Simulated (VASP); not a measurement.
# GaN: single point with r2SCAN

GaN:

```
Ga N
1.0
     3.20813    0.00000    0.00000
    -1.60407    2.77833    0.00000
     0.00000    0.00000    5.18500
Ga N
2 2
Direct
  0.33333 0.66667 0.99951
  0.66667 0.33333 0.49951
  0.33333 0.66667 0.37749
  0.66667 0.33333 0.87749
```

```yaml
Program: VASP 6.6.1
Task: single point
Functional: r2SCAN
Potentials_or_basis: VASP PAW PBE potentials, release 64 (Ga_d, N)
Cutoff: 520 eV
k_mesh: 8 × 8 × 5
Occupations: gaussian, width 0.05 eV
Spin: no spin polarisation
Dipole_correction: no
Further_INCAR_settings: ALGO = Normal; EDIFF = 1e-07; NBANDS = 26
```

- Pressure: -2.0 GPa
- Largest force: 0.004 eV/Å
- Band gap on the k mesh: 2.25 eV

Forces in eV/Å, atoms in the order of the input:
```
Ga   0.000  0.000  0.004
Ga   0.000  0.000  0.004
N    0.000  0.000 -0.004
N    0.000  0.000 -0.004
```

Stress tensor (GPa, compression positive):
```
-2.73  0.00  0.00
 0.00 -2.73  0.00
 0.00  0.00 -0.55
```

Levels at points of the mesh, in eV from the valence-band top:
```
           k point  band 14  band 15  band 16  band 17  band 18  band 19  band 20  band 21  band 22  band 23
(0.00, 0.00, 0.00)    -1.08    -1.08    -0.01    -0.01     0.00     2.25     4.63     9.93    10.43    10.43
(0.50, 0.00, 0.00)    -5.31    -4.21    -2.81    -2.18    -1.01     5.48     6.03     6.57     9.24    10.99
```

It took 4.9 min on 1 thread of AMD EPYC 7R13, on a shared host, peak memory 0.15 GiB.

Caveat: the PAW data sets were made with another functional, which shifts forces and pressure a little.
